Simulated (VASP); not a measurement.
Runs of VASP 6.6.1 on Na2Hf. The structure is that of space group Fd-3m (No. 227), or close to it. The cells are those of the table. 

```tsv
task	cell	k mesh	cutoff (eV)	gap on the mesh (eV)	pressure (GPa)
single point	a = 5.583 Å, angles 60.0°, 6 atoms	4 × 4 × 4	520	none	(a)
relaxation of cell and atoms	relaxed from a = 5.583 Å, angles 60.0°, 6 atoms	4 × 4 × 4	600	none	-0.2
single point	a = 5.983 Å, angles 60.0°, 6 atoms	4 × 4 × 4	520	none	0.1
single point	a = 5.987 Å, angles 60.0°, 6 atoms	8 × 8 × 8	520	none	0.0
relaxation of cell and atoms	relaxed from a = 5.983 Å, angles 60.0°, 6 atoms	8 × 8 × 8	600	none	0.0
```

Alike in all rows: level PBE; potentials or basis VASP PAW PBE potentials, release 64 (Na_pv, Hf_pv); no spin polarisation; smearing gaussian 0.1 eV.

Estimate the missing entries.

(a) 9.8.

Caveats: spin-orbit coupling is left out, which moves the levels of the heavy elements; the cell stands under pressure (at least some runs); the relaxation stopped at its first step, so nothing moved (at least some runs).

A k mesh can miss the band edges, and the runs leave out spin-orbit coupling on Hf.

A gap of «none» marks levels without a gap at the run's occupations.
